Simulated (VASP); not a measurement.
# HfN (Fm-3m) in VASP: notebook, part 2 of 2

VASP 6.6.1. The steps go on from the part before.

**3. Relaxation of the atoms, PBE (11.76 Å³/atom)**

This run uses another cell than the first one, of 11.76 Å³/atom.

INCAR

```
SYSTEM = HfN
  ALGO = Normal
  EDIFF = 1E-7
  EDIFFG = -0.02
  ENCUT = 520
  GGA = PE
  IBRION = 2
  ISIF = 2
  ISMEAR = -1
  LASPH = .TRUE.
  LCHARG = .FALSE.
  LREAL = .FALSE.
  LWAVE = .FALSE.
  NELM = 80
  NSW = 80
  PREC = Accurate
  SIGMA = 0.05
```

KPOINTS

```
k-points
0
G
  18 18 18
  0 0 0
```

POSCAR

```
HfN
1.0
    0.0000000000      2.2739607009      2.2739607009
    2.2739607009      0.0000000000      2.2739607009
    2.2739607009      2.2739607009      0.0000000000
Hf N
1 1
Direct
    0.0000000000      0.0000000000      0.0000000000
    0.5000000000      0.5000000000      0.5000000000
```

Potentials or basis: VASP PAW PBE potentials, release 64 (Hf_pv, N).

The run is started by

```bash
$ cat potpaw_PBE.64/Hf_pv/POTCAR potpaw_PBE.64/N/POTCAR > POTCAR
$ mpirun -np 1 vasp_std > vasp.out
```

OUTCAR:

```text
SYSTEM = HfN
   EDIFF = 1E-7
   EDIFFG = -0.02
   ENCUT = 520
   GGA = PE
   IBRION = 2
   ISIF = 2
   ISMEAR = -1
   LASPH = .TRUE.
   LREAL = .FALSE.
   NELM = 80
   NSW = 80
   PREC = Accurate

 ion  position               nearest neighbor table
   1  0.000  0.000  0.000-   2 2.27   2 2.27   2 2.27   2 2.27   2 2.27   2 2.27
   2  0.500  0.500  0.500-   1 2.27   1 2.27   1 2.27   1 2.27   1 2.27   1 2.27

  LATTYP: Found a face centered cubic cell.
 ALAT       =     4.5479214018

  Lattice vectors:

 A1 = (   0.0000000000,   2.2739607009,   2.2739607009)
 A2 = (   2.2739607009,   0.0000000000,   2.2739607009)
 A3 = (   2.2739607009,   2.2739607009,   0.0000000000)

Analysis of symmetry for initial positions (statically):
=====================================================================
 Subroutine PRICEL returns:
 Original cell was already a primitive cell.

 Routine SETGRP: Setting up the symmetry group for a
 face centered cubic supercell.

 Subroutine GETGRP returns: Found 48 space group operations
 (whereof 48 operations were pure point group operations)
[... 174 lines left out ...]
      2     -23.0218      2.00000
      3     -23.0218      2.00000
      4      -9.1836      2.00000
      5       5.2046      2.00000
      6       5.2046      2.00000
      7       5.2046      2.00000
      8       7.8731      1.99730
      9       7.8731      1.99730
     10       7.8731      1.99730
     11       9.8183      0.00000
[... 309 lines left out ...]
 k-point    24 :      -0.2222    0.0556    0.0000
  band No.  band energies     occupation
      1     -23.4626      2.00000
      2     -23.0906      2.00000
      3     -23.0493      2.00000
      4      -8.0422      2.00000
      5       1.8909      2.00000
      6       3.1674      2.00000
      7       3.5236      2.00000
      8       8.6041      0.00066
      9       9.1444      0.00000
     10       9.9803      0.00000
     11      12.0372      0.00000

 [... further k-points ...]

------------------------ aborting loop because EDIFF is reached ----------------------------------------

  FORCE on cell =-STRESS in cart. coord.  units (eV):
  Direction    XX          YY          ZZ          XY          YZ          ZX
  --------------------------------------------------------------------------------------
  -------------------------------------------------------------------------------------
  Total       -0.3436920     -0.3436920     -0.3436920     -0.0000000     -0.0000000     -0.0000000
  in kB      -23.4153776    -23.4153776    -23.4153776     -0.0000000     -0.0000000     -0.0000000
  external PRESSURE =     -23.4153776 kB  Pullay stress =       0.0000000 kB

 VOLUME and BASIS-vectors are now :
 -----------------------------------------------------------------------------
  energy-cutoff  :      520.00
  volume of cell :       23.52
      direct lattice vectors                 reciprocal lattice vectors
     0.000000000  2.273960701  2.273960701    -0.219880669  0.219880669  0.219880669
     2.273960701  0.000000000  2.273960701     0.219880669 -0.219880669  0.219880669
     2.273960701  2.273960701  0.000000000     0.219880669  0.219880669 -0.219880669

 POSITION                                       TOTAL-FORCE (eV/Angst)
 -----------------------------------------------------------------------------------
      0.00000      0.00000      0.00000         0.000000      0.000000      0.000000
      2.27396      2.27396      2.27396        -0.000000     -0.000000      0.000000
 -----------------------------------------------------------------------------------
    total drift:                                0.000000     -0.000000     -0.000000

  FREE ENERGIE OF THE ION-ELECTRON SYSTEM (eV)
  ---------------------------------------------------
  free  energy   TOTEN  =       -21.7577621975 eV

  energy  without entropy=      -21.7523570825  energy(sigma->0) =      -21.75505964

 reached required accuracy - stopping structural energy minimisation
```

OSZICAR:

```text
N       E                     dE             d eps       ncg     rms          rms(c)
DAV:   1     0.378083391776E+02    0.37808E+02   -0.82615E+03  4290   0.128E+03
DAV:   2    -0.224784431102E+02   -0.60287E+02   -0.56565E+02  5622   0.249E+02
DAV:   3    -0.247465968283E+02   -0.22682E+01   -0.22419E+01  5548   0.417E+01
DAV:   4    -0.247674244146E+02   -0.20828E-01   -0.20701E-01  5025   0.396E+00
DAV:   5    -0.247678583705E+02   -0.43396E-03   -0.43282E-03  5781   0.386E-01    0.471E+01
DAV:   6    -0.218493463767E+02    0.29185E+01   -0.15737E+01  4980   0.281E+01    0.399E+01
DAV:   7    -0.217825504350E+02    0.66796E-01   -0.70863E-01  4896   0.767E+00    0.261E+01
DAV:   8    -0.217701149795E+02    0.12435E-01   -0.15348E-01  4999   0.362E+00    0.639E+00
DAV:   9    -0.217581994256E+02    0.11916E-01   -0.67427E-02  5129   0.181E+00    0.152E+00
DAV:  10    -0.217577582964E+02    0.44113E-03   -0.24261E-03  5042   0.456E-01    0.353E-01
DAV:  11    -0.217577660373E+02   -0.77408E-05   -0.23253E-04  5479   0.137E-01    0.479E-02
DAV:  12    -0.217577624787E+02    0.35585E-05   -0.14388E-05  5280   0.355E-02    0.359E-02
DAV:  13    -0.217577621855E+02    0.29326E-06   -0.63379E-07  5067   0.857E-03    0.620E-04
DAV:  14    -0.217577621975E+02   -0.11990E-07   -0.13150E-08  2670   0.107E-03
   1 F= -.21757762E+02 E0= -.21755060E+02  d E =-.217578E+02
```

It took 16 s on 1 thread of Intel Xeon Platinum 8559C (Emerald Rapids), shared host; peak memory 0.18 GiB.

What came out:

| Item | Value |
| --- | --- |
| Free energy | -21.7578 eV |
| Pressure after relaxing | -2.3 GPa |
| Band gap on the k mesh | zero (an odd number of electrons rules out a gap without spin polarisation) |

Final structure:
```
Hf N
1.0
     0.00000    2.27396    2.27396
     2.27396    0.00000    2.27396
     2.27396    2.27396    0.00000
Hf N
1 1
Direct
  0.00000 0.00000 0.00000
  0.50000 0.50000 0.50000
```

Levels at points of the mesh, in eV from the Fermi level:
```csv
k point,band 4,band 5,band 6,band 7,band 8,band 9,band 10,band 11
"(0.00, 0.00, 0.00)",-17.39,-3.00,-3.00,-3.00,-0.33,-0.33,-0.33,1.61
"(0.50, 0.00, 0.00)",-14.78,-8.77,-6.08,-6.08,3.19,3.61,3.61,4.33
"(0.50, 0.50, 0.00)",-16.30,-5.41,-3.71,-3.68,-3.68,4.00,5.37,5.38
```

Caveat: the relaxation stopped at its first step, so nothing moved; spin-orbit coupling is left out, which moves the levels of the heavy elements.
